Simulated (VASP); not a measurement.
Here is a VASP 6.6.1 calculation.

The input INCAR:

```
  PREC = Accurate
  ENCUT = 520
  EDIFF = 1E-6
  ISMEAR = 0
  SIGMA = 0.1
  LREAL = F
  LASPH = T
  NELM = 80
  ALGO = Normal
  ISIF = 2
  LWAVE = F
  LCHARG = T
  GGA = PE
  LELF = T
  LVHAR = T
  NBANDS = 47
```

KPOINTS

```
Automatic mesh
0
Gamma
  6 6 4
```

File POSCAR:

```
K5AgS3
1.0
    6.4938996187      0.0000000000      0.0000000000
   -3.2469498093      5.6238820395      0.0000000000
    0.0000000000      0.0000000000     10.3047352362
K Ag S
5 1 3
Direct
    0.0000000000      0.0000000000      0.0000000000
    0.3333333333      0.6666666667      0.2729909842
    0.3333333333      0.6666666667      0.7270090158
    0.6666666667      0.3333333333      0.7270090158
    0.6666666667      0.3333333333      0.2729909842
    0.0000000000      0.0000000000      0.5000000000
    0.5000000000      0.0000000000      0.5000000000
    0.0000000000      0.5000000000      0.5000000000
    0.5000000000      0.5000000000      0.5000000000
```

Potentials or basis: VASP PAW PBE potentials, release 64 (K_sv, Ag, S).

Launch:

```bash
$ cat potpaw_PBE.64/K_sv/POTCAR potpaw_PBE.64/Ag/POTCAR potpaw_PBE.64/S/POTCAR > POTCAR
$ mpirun -np 1 vasp_std > vasp.out
```

(1) What does it give for the band gap on the k mesh?

(2) What does it give for the largest force?

Results:

(1) zero (bands 37 and 38 overlap by 0.23 eV).

(2) 0.019 eV/Å.
